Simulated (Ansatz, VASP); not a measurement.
**One calculation of Zr4Ag, two programs**

```
Zr Ag
1.0
    -2.90891    2.90891    2.90891
     2.90891   -2.90891    2.90891
     2.90891    2.90891   -2.90891
Zr Ag
4 1
Cartesian
  1.4545 1.4545 1.4545
  1.4545 1.4545 -1.4545
  1.4545 -1.4545 1.4545
  -1.4545 1.4545 1.4545
  0.0000 0.0000 0.0000
```

Alike in both runs: task relaxation of cell and atoms; functional PBE; k mesh 4 × 4 × 4; occupations gaussian, width 0.2 eV; no spin polarisation.

```csv
,VASP,Ansatz
version,VASP 6.6.1,Ansatz 0.2.0
potentials or method,"VASP PAW PBE potentials, release 64 (Zr_sv, Ag), cutoff 600 eV","scalar-relativistic, plane waves, PAW"
valence electrons in the cell,59,67
```

|  | VASP | Ansatz | Ansatz less VASP |
| --- | --- | --- | --- |
| gap on the k mesh at the Fermi level, each at its own relaxed structure (eV) | none | none | - |
| relaxed volume (Å³/atom) | 26.22 | 25.90 | -0.314 |
| relaxed cell length with the largest relative difference (Å) | 5.543 | 5.521 | -0.0222 |

A gap of «none» marks a metal or a gap that the smearing closes. VASP's potentials hold 59 valence electrons a cell and Ansatz's 67, so a difference there can come from the potentials and not from the codes.

The k mesh is coarse, so the values compare programs but aren't converged. Noted on VASP's run: the volume moved by over 15 % at a fixed basis, so the end points are rough.
